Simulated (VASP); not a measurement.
# SnSe (I4mm) in VASP: notebook

Runs on SnSe. Level: PBEsol. Tasks: single point.

Everything below comes from runs of VASP 6.6.1. Logs are shortened: lines on timing, memory, paths and dates and some standing lists are left out, and cuts for length are marked.

### 1 The cell of the first run

Symmetry: I4mm, No. 107, tetragonal system. The conventional cell has a = 4.204 Å, b = 4.204 Å, c = 5.946 Å, α = 90.00°, β = 90.00°, γ = 90.00°. Within 3.8 Å of Sn (site symmetry 4mm) lie 6 Se at 2.90 to 3.05 Å. Within 3.8 Å of Se (site symmetry 4mm) lie 6 Sn at 2.90 to 3.05 Å.

### 2 Single point, PBEsol

INCAR reads:

```
PREC = Accurate
ENCUT = 520
EDIFF = 1E-6
ISMEAR = 0
SIGMA = 0.05
LREAL = F
LASPH = T
NELM = 80
ALGO = Normal
ISIF = 2
LWAVE = F
LCHARG = F
GGA = PS
NBANDS = 17
```

KPOINTS reads:

```
Automatic mesh
0
Gamma
  8 8 8
```

POSCAR reads:

```
SnSe
1.0
    0.0000000000      2.9727546651      2.9727546651
    2.9727546651      0.0000000000      2.9727546651
    2.9727546651      2.9727546651      0.0000000000
Sn Se
1 1
Direct
    0.0000000000      0.0000000000      0.0000000000
    0.4873854373      0.4873854373      0.5126145627
```

Potentials or basis: VASP PAW PBE potentials, release 64 (Sn_d, Se).

Command:

```
cat potpaw_PBE.64/Sn_d/POTCAR potpaw_PBE.64/Se/POTCAR > POTCAR
mpirun -np 1 vasp_std > vasp.out
```

OUTCAR:

```text
PREC = Accurate
   ENCUT = 520
   EDIFF = 1E-6
   ISMEAR = 0
   LREAL = F
   LASPH = T
   NELM = 80
   ISIF = 2
   GGA = PS

 ion  position               nearest neighbor table
   1  0.000  0.000  0.000-   2 2.90   2 2.97   2 2.97   2 2.97   2 2.97   2 3.05
   2  0.487  0.487  0.513-   1 2.90   1 2.97   1 2.97   1 2.97   1 2.97   1 3.05

  LATTYP: Found a face centered cubic cell.
 ALAT       =     5.9455093302

  Lattice vectors:

 A1 = (   0.0000000000,   2.9727546651,   2.9727546651)
 A2 = (   2.9727546651,   0.0000000000,   2.9727546651)
 A3 = (   2.9727546651,   2.9727546651,   0.0000000000)

Analysis of symmetry for initial positions (statically):
=====================================================================
 Subroutine PRICEL returns:
 Original cell was already a primitive cell.

 Routine SETGRP: Setting up the symmetry group for a
 face centered cubic supercell.

 Subroutine GETGRP returns: Found  8 space group operations
 (whereof  8 operations were pure point group operations)
 out of a pool of 48 trial point group operations.

The static configuration has the point symmetry C_4v.

Analysis of symmetry for dynamics (positions and initial velocities):
=====================================================================
 Subroutine PRICEL returns:
 Original cell was already a primitive cell.

 Routine SETGRP: Setting up the symmetry group for a
 face centered cubic supercell.

 Subroutine GETGRP returns: Found  8 space group operations
 (whereof  8 operations were pure point group operations)
 out of a pool of 48 trial point group operations.

The dynamic configuration has the point symmetry C_4v.

 Subroutine INISYM returns: Found  8 space group operations
 (whereof  8 operations are pure point group operations),
 and found     1 'primitive' translations

----------------------------------------------------------------------------------------

                                     Primitive cell

  volume of cell :      52.5421

  direct lattice vectors                    reciprocal lattice vectors
     0.000000000  2.972754665  2.972754665    -0.168194169  0.168194169  0.168194169
     2.972754665  0.000000000  2.972754665     0.168194169 -0.168194169  0.168194169
     2.972754665  2.972754665  0.000000000     0.168194169  0.168194169 -0.168194169

  length of vectors
     4.204109965  4.204109965  4.204109965     0.291320846  0.291320846  0.291320846

  position of ions in fractional coordinates (direct lattice)
     0.000000000  0.000000000  0.000000000
     0.487385437  0.487385437  0.512614563

  ion indices of the primitive-cell ions
   primitive index   ion index
                 1           1
                 2           2

----------------------------------------------------------------------------------------

 KPOINTS: Automatic mesh

Automatic generation of k-mesh.
 Grid dimensions read from file:
 generate k-points for:    8    8    8

 Generating k-lattice:

  Cartesian coordinates                     Fractional coordinates (reciprocal lattice)
    -0.021024271  0.021024271  0.021024271     0.125000000  0.000000000  0.000000000
     0.021024271 -0.021024271  0.021024271     0.000000000  0.125000000  0.000000000
     0.021024271  0.021024271 -0.021024271     0.000000000  0.000000000  0.125000000

  Length of vectors
     0.036415106  0.036415106  0.036415106

  Shift w.r.t. Gamma in fractional coordinates (k-lattice)
     0.000000000  0.000000000  0.000000000

 Subroutine IBZKPT returns following result:
 ===========================================

 Found     59 irreducible k-points:

 Following reciprocal coordinates:
            Coordinates               Weight
  0.000000  0.000000  0.000000      1.000000
  0.125000  0.000000  0.000000      8.000000
  0.250000  0.000000  0.000000      8.000000
  0.375000  0.000000  0.000000      8.000000
  0.500000  0.000000  0.000000      4.000000
  0.125000  0.125000  0.000000      2.000000
[... 16 lines left out ...]
  0.000000  0.375000  0.250000     16.000000
  0.500000  0.250000  0.000000      8.000000
 [... further k-points ...]
   k-points           NKPTS =     59   k-points in BZ     NKDIM =     59   number of bands    NBANDS=     17
   number of dos      NEDOS =    301   number of ions     NIONS =      2
   total plane-waves  NPLWV =  32768
   dimension x,y,z NGX =    32 NGY =   32 NGZ =   32
   dimension x,y,z NGXF=    64 NGYF=   64 NGZF=   64
   ions per type =               1   1
   NGX,Y,Z   is equivalent  to a cutoff of  12.65, 12.65, 12.65 a.u.
   NGXF,Y,Z  is equivalent  to a cutoff of  25.31, 25.31, 25.31 a.u.
 SYSTEM =  unknown system
   PREC   = accura    normal or accurate (medium, high low for compatibility)
   ISTART =      0    job   : 0-new  1-cont  2-samecut
   ICHARG =      2    charge: 1-file 2-atom 10-const
   ISPIN  =      1    spin polarized calculation?
   LNONCOLLINEAR =      F non collinear calculations
   LSORBIT =      F    spin-orbit coupling
   LASPH  =      T    aspherical Exc in radial PAW
   ENCUT  =  520.0 eV  38.22 Ry    6.18 a.u.   7.82  7.82  7.82*2*pi/ulx,y,z
   NELM   =     80;   NELMIN=  2; NELMDL= -5     # of ELM steps
   EDIFF  = 0.1E-05   stopping-criterion for ELM
   LREAL  =      F    real-space projection
   EDIFFG = 0.1E-04   stopping-criterion for IOM
   NSW    =      0    number of steps for IOM
   IBRION =     -1    ionic relax: 0-MD 1-quasi-New 2-CG
   NFREE  =      0    steps in history (QN), initial steepest desc. (CG)
   ISIF   =      2    stress and relaxation
   ISYM   =      2    0-nonsym 1-usesym 2-fastsym
   POTIM  = 0.5000    time-step for ionic-motion
   TEBEG  =    0.0;   TEEND  =   0.0 temperature during run
   PSTRESS=    0.0 pullay stress
   NELECT =      20.0000    total number of electrons
   NUPDOWN=      -1.0000    fix difference up-down
   EMIN   =  10.00;   EMAX   =-10.00  energy-range for DOS
   EFERMI =   0.00;   METHOD = LEGACY
   ISMEAR =     0;   SIGMA  =   0.05  broadening in eV -4-tet -1-fermi 0-gaus
   EFERMI_NEDOS =   21; number of points for ismear=-14 and -15
   IALGO  =     38    algorithm
   IMIX   =      4    mixing-type and parameters
     AMIX     =   0.40;   BMIX     =  1.00
     AMIX_MAG =   1.60;   BMIX_MAG =  1.00
  volume/ion in A,a.u.               =      26.27       177.29
  Fermi-wavevector in a.u.,A,eV,Ry     =   1.186449  2.242064 19.152396  1.407661
  Thomas-Fermi vector in A             =   2.322622
   LORBIT       =      0    0 simple, 1 ext, 2 COOP (PROOUT), +10 PAW based schemes
   GGA     = PS    functional components
   LHFCALC =     F    Hartree Fock is set to
   AEXX    =    0.0000 exact exchange contribution
   IVDW    =     0    specifies the selected vdW correction
   LEPSILON=     F    determine dielectric tensor
   LRPA    =     F    only Hartree local field effects (RPA)
 non-spin polarized calculation
 Gauss-broadening in eV      SIGMA  =   0.05
  energy-cutoff  :      520.00
  volume of cell :       52.54
 maximum number of plane-waves:      1428
   NGX = 15   NGY = 15   NGZ = 15

 number of electron      20.0000007 magnetization

 Free energy of the ion-electron system (eV)
  ---------------------------------------------------
  ext. energy  EPLUGINS =         0.00000000
  ---------------------------------------------------
  free energy    TOTEN  =        -8.98447552 eV

  energy without entropy =       -8.98447552  energy(sigma->0) =       -8.98447552

 E-fermi :   5.9520     XC(G=0):  -9.9446

 val. band max:        5.7414546868   @ k =   0.5000   0.0000   0.0000
 cond. band min:       6.5011918193   @ k =   0.0000  -0.3750   0.1250
 fundamental gap:      0.7597371325
 Fermi energy:         5.9520307767

 k-point     1 :       0.0000    0.0000    0.0000
  band No.  band energies     occupation
      1     -15.6139      2.00000
      2     -15.6133      2.00000
      3     -15.6129      2.00000
      4     -15.6118      2.00000
      5     -15.6118      2.00000
      6      -8.2829      2.00000
[... 9 lines left out ...]
     16      11.6772      0.00000
     17      13.8619      0.00000

 k-point     2 :       0.1250    0.0000    0.0000
  band No.  band energies     occupation
      1     -15.6151      2.00000
      2     -15.6147      2.00000
      3     -15.6119      2.00000
      4     -15.6102      2.00000
      5     -15.6098      2.00000
      6      -8.1650      2.00000
[... 9 lines left out ...]
     16      12.0254      0.00000
     17      15.0722      0.00000

 k-point     3 :       0.2500    0.0000    0.0000
  band No.  band energies     occupation
      1     -15.6185      2.00000
      2     -15.6182      2.00000
      3     -15.6108      2.00000
      4     -15.6049      2.00000
      5     -15.6044      2.00000
      6      -7.8456      2.00000
[... 9 lines left out ...]
     16      12.9977      0.00000
     17      17.3372      0.00000

 k-point     4 :       0.3750    0.0000    0.0000
  band No.  band energies     occupation
      1     -15.6219      2.00000
      2     -15.6217      2.00000
      3     -15.6099      2.00000
      4     -15.5994      2.00000
      5     -15.5989      2.00000
      6      -7.4543      2.00000
[... 9 lines left out ...]
     16      14.5124      0.00000
     17      17.4272      0.00000

 k-point     5 :       0.5000    0.0000    0.0000
  band No.  band energies     occupation
      1     -15.6234      2.00000
      2     -15.6231      2.00000
      3     -15.6095      2.00000
      4     -15.5971      2.00000
      5     -15.5966      2.00000
      6      -7.2593      2.00000
[... 9 lines left out ...]
     16      16.0850      0.00000
     17      16.0852      0.00000

 k-point     6 :       0.1250    0.1250    0.0000
  band No.  band energies     occupation
      1     -15.6169      2.00000
      2     -15.6141      2.00000
      3     -15.6125      2.00000
      4     -15.6088      2.00000
      5     -15.6088      2.00000
      6      -8.1253      2.00000
[... 9 lines left out ...]
     16      12.7524      0.00000
     17      14.2499      0.00000

 k-point     7 :       0.0000    0.1250    0.1250
  band No.  band energies     occupation
      1     -15.6174      2.00000
      2     -15.6130      2.00000
      3     -15.6121      2.00000
      4     -15.6099      2.00000
      5     -15.6088      2.00000
      6      -8.1256      2.00000
[... 9 lines left out ...]
     16      12.7337      0.00000
     17      14.2673      0.00000

 k-point     8 :       0.2500    0.1250    0.0000
  band No.  band energies     occupation
      1     -15.6212      2.00000
      2     -15.6139      2.00000
      3     -15.6138      2.00000
      4     -15.6053      2.00000
      5     -15.6037      2.00000
      6      -7.8716      2.00000
[... 9 lines left out ...]
     16      13.7104      0.00000
     17      15.5922      0.00000
[... 203 lines left out ...]
      1     -15.6171      2.00000
      2     -15.6159      2.00000
      3     -15.6118      2.00000
      4     -15.6090      2.00000
      5     -15.6051      2.00000
      6      -7.9788      2.00000
[... 9 lines left out ...]
     16      13.3516      0.00000
     17      14.8138      0.00000

 k-point    20 :       0.2500    0.2500    0.0000
  band No.  band energies     occupation
      1     -15.6281      2.00000
      2     -15.6169      2.00000
      3     -15.6093      2.00000
      4     -15.6014      2.00000
      5     -15.6014      2.00000
      6      -7.6976      2.00000
[... 9 lines left out ...]
     16      15.0315      0.00000
     17      15.0315      0.00000

 k-point    21 :       0.0000    0.2500    0.2500
  band No.  band energies     occupation
      1     -15.6285      2.00000
      2     -15.6158      2.00000
      3     -15.6088      2.00000
      4     -15.6025      2.00000
      5     -15.6014      2.00000
      6      -7.6990      2.00000
[... 9 lines left out ...]
     16      15.0256      0.00000
     17      15.1049      0.00000

 k-point    22 :       0.3750    0.2500    0.0000
  band No.  band energies     occupation
      1     -15.6338      2.00000
      2     -15.6166      2.00000
      3     -15.6101      2.00000
      4     -15.5982      2.00000
      5     -15.5966      2.00000
      6      -7.3908      2.00000
[... 9 lines left out ...]
     16      15.8457      0.00000
     17      16.7665      0.00000

 k-point    23 :       0.0000    0.3750    0.2500
  band No.  band energies     occupation
      1     -15.6342      2.00000
      2     -15.6156      2.00000
      3     -15.6097      2.00000
      4     -15.5989      2.00000
      5     -15.5969      2.00000
      6      -7.3930      2.00000
[... 9 lines left out ...]
     16      15.8796      0.00000
     17      16.7785      0.00000

 k-point    24 :       0.5000    0.2500    0.0000
  band No.  band energies     occupation
      1     -15.6349      2.00000
      2     -15.6133      2.00000
      3     -15.6126      2.00000
      4     -15.5980      2.00000
      5     -15.5944      2.00000
      6      -7.1127      2.00000
[... 9 lines left out ...]
     16      16.5586      0.00000
     17      17.3363      0.00000

 [... further k-points ...]
[... 5 lines left out ...]
  --------------------------------------------------------------------------------------
  -------------------------------------------------------------------------------------
  Total        0.0158742      0.0158742      0.0773178      0.0000000     -0.0000000      0.0000000
  in kB        0.4840569      0.4840569      2.3576693      0.0000000     -0.0000000      0.0000000
  external PRESSURE =       1.1085944 kB  Pullay stress =       0.0000000 kB

 VOLUME and BASIS-vectors are now :
 -----------------------------------------------------------------------------
  energy-cutoff  :      520.00
  volume of cell :       52.54
      direct lattice vectors                 reciprocal lattice vectors
     0.000000000  2.972754665  2.972754665    -0.168194169  0.168194169  0.168194169
     2.972754665  0.000000000  2.972754665     0.168194169 -0.168194169  0.168194169
     2.972754665  2.972754665  0.000000000     0.168194169  0.168194169 -0.168194169

 POSITION                                       TOTAL-FORCE (eV/Angst)
 -----------------------------------------------------------------------------------
      0.00000      0.00000      0.00000         0.000000      0.000000     -0.034879
      2.97275      2.97275      2.89775         0.000000      0.000000      0.034879
 -----------------------------------------------------------------------------------
    total drift:                                0.000000      0.000000     -0.000165

  FREE ENERGIE OF THE ION-ELECTRON SYSTEM (eV)
  ---------------------------------------------------
  free  energy   TOTEN  =        -8.9844755205 eV

  energy  without entropy=       -8.9844755205  energy(sigma->0) =       -8.98447552
```

Run time: 25 s. Hardware: 1 thread of AMD EPYC 9R45 (Zen 5), shared host; peak memory 0.18 GiB.

Results:

* Free energy: -8.9845 eV
* Pressure: 0.1 GPa
* Largest force: 0.035 eV/Å
* Band gap on the k mesh: 0.76 eV, indirect (least direct gap 0.84 eV)

Forces on the atoms (eV/Å):
```
Sn   0.000  0.000 -0.035
Se   0.000  0.000  0.035
```

Caveat: the cell differs from its parent crystal (all Se atoms moved +0.075 Å, as atom 2 towards its neighbour atom 1 (Sn) at 2.973 Å); the PAW data sets were made with another functional, which shifts forces and pressure a little; spin-orbit coupling is left out, which moves the levels of the heavy elements. A k mesh can miss the band edges.

### 3 Single point, PBEsol

INCAR reads:

```
PREC = Accurate
ENCUT = 520
EDIFF = 1E-6
ISMEAR = 0
SIGMA = 0.05
LREAL = False
LASPH = True
NELM = 60
ALGO = Normal
ISIF = 2
LWAVE = False
LCHARG = False
GGA = PS
NBANDS = 17
```

KPOINTS is that of step 2.

Edit POSCAR of step 2 so:

```diff
@@ -9,2 +9,2 @@
     0.0000000000      0.0000000000      0.0000000000
-    0.4873854373      0.4873854373      0.5126145627
+    0.4810781560      0.4810781560      0.5189218440
```

Potentials or basis: VASP PAW PBE potentials, release 64 (Sn_d, Se).

Command:

```
cat potpaw_PBE.64/Sn_d/POTCAR potpaw_PBE.64/Se/POTCAR > POTCAR
mpirun -np 1 vasp_std > vasp.out
```

Run time: 26 s. Hardware: 1 thread of AMD EPYC 9R45 (Zen 5), shared host; peak memory 0.18 GiB.

It converged, with:

```yaml
Free_energy: -8.9826 eV
Pressure: 0.2 GPa
Largest_force: 0.065 eV/Å
Band_gap_on_the_k_mesh: 0.77 eV, indirect (least direct gap 0.86 eV)
```

Forces in eV/Å, atoms in the order of the input:
```
Sn   0.000  0.000 -0.065
Se   0.000  0.000  0.065
```

Stress tensor (GPa, compression positive):
```
0.09 0.00 0.00
0.00 0.09 0.00
0.00 0.00 0.52
```

Levels at points of the mesh, in eV from the valence-band top:
| k point | band 6 | band 7 | band 8 | band 9 | band 10 | band 11 | band 12 | band 13 | band 14 | band 15 |
| --- | --- | --- | --- | --- | --- | --- | --- | --- | --- | --- |
| (0.00, 0.00, 0.00) | -14.02 | -4.84 | -2.19 | -2.15 | -2.15 | 4.44 | 4.44 | 4.59 | 5.90 | 6.01 |
| (0.50, 0.00, 0.00) | -13.00 | -8.14 | -1.96 | -1.91 | 0.00 | 0.86 | 1.33 | 1.40 | 8.33 | 10.35 |
| (0.50, 0.50, 0.00) | -12.67 | -6.22 | -5.33 | -3.70 | -3.70 | 2.93 | 5.67 | 5.67 | 6.33 | 10.71 |
| (0.00, 0.50, 0.50) | -12.68 | -5.92 | -5.64 | -3.69 | -3.68 | 2.84 | 5.71 | 5.75 | 6.30 | 10.70 |

Caveat: the cell differs from its parent crystal (all Se atoms moved +0.113 Å, as atom 2 towards its neighbour atom 1 (Sn) at 2.973 Å); the PAW data sets were made with another functional, which shifts forces and pressure a little; spin-orbit coupling is left out, which moves the levels of the heavy elements. A k mesh can miss the band edges.

### 4 Single point, PBEsol

INCAR reads:

```
PREC     = Accurate       # precision mode
ENCUT    = 520            # plane-wave cutoff, eV
EDIFF    = 1E-6           # SCF threshold, eV
ISMEAR   = 0              # smearing method
SIGMA    = 0.05           # smearing width, eV
LREAL    = False          # projectors in reciprocal space
LASPH    = True           # aspherical terms in the spheres
NELM     = 100            # most SCF steps
ALGO     = Normal         # electronic algorithm
ISIF     = 2              # what is computed and relaxed
LWAVE    = False          # write WAVECAR
LCHARG   = False          # write CHGCAR
GGA      = PS             # functional
NBANDS   = 17             # bands
```

KPOINTS reads:

```
regular mesh
0
Gamma
  8 8 8
```

Edit POSCAR of step 3 so:

```diff
@@ -9,2 +9,2 @@
     0.0000000000      0.0000000000      0.0000000000
-    0.4810781560      0.4810781560      0.5189218440
+    0.4936927187      0.4936927187      0.5063072813
```

Command:

```
cat potpaw_PBE.64/Sn_d/POTCAR potpaw_PBE.64/Se/POTCAR > POTCAR
mpirun -np 1 vasp_std > vasp.out
```

Run time: 24 s. Hardware: 1 thread of AMD EPYC 9R45 (Zen 5), shared host; peak memory 0.17 GiB.

Results (log left out):

```yaml
Free_energy: -8.9854 eV
Pressure: 0.0 GPa
Largest_force: 0.015 eV/Å
Band_gap_on_the_k_mesh: 0.75 eV, indirect (least direct gap 0.82 eV)
```

Forces in eV/Å, atoms in the order of the input:
```
Sn   0.000  0.000 -0.015
Se   0.000  0.000  0.015
```

Levels at points of the mesh, in eV from the valence-band top:
| k point | band 7 | band 8 | band 9 | band 10 | band 11 | band 12 | band 13 | band 14 |
| --- | --- | --- | --- | --- | --- | --- | --- | --- |
| (0.00, 0.00, 0.00) | -4.87 | -2.18 | -2.18 | -2.18 | 4.53 | 4.53 | 4.54 | 5.87 |
| (0.50, 0.00, 0.00) | -8.16 | -1.93 | -1.92 | 0.00 | 0.82 | 1.30 | 1.31 | 8.34 |
| (0.50, 0.50, 0.00) | -5.99 | -5.59 | -3.71 | -3.71 | 2.91 | 5.65 | 5.65 | 6.29 |
| (0.00, 0.50, 0.50) | -5.93 | -5.65 | -3.71 | -3.71 | 2.90 | 5.65 | 5.66 | 6.29 |

Caveat: the cell differs from its parent crystal (all Se atoms moved +0.037 Å, as atom 2 towards its neighbour atom 1 (Sn) at 2.973 Å); the PAW data sets were made with another functional, which shifts forces and pressure a little; spin-orbit coupling is left out, which moves the levels of the heavy elements. A k mesh can miss the band edges.
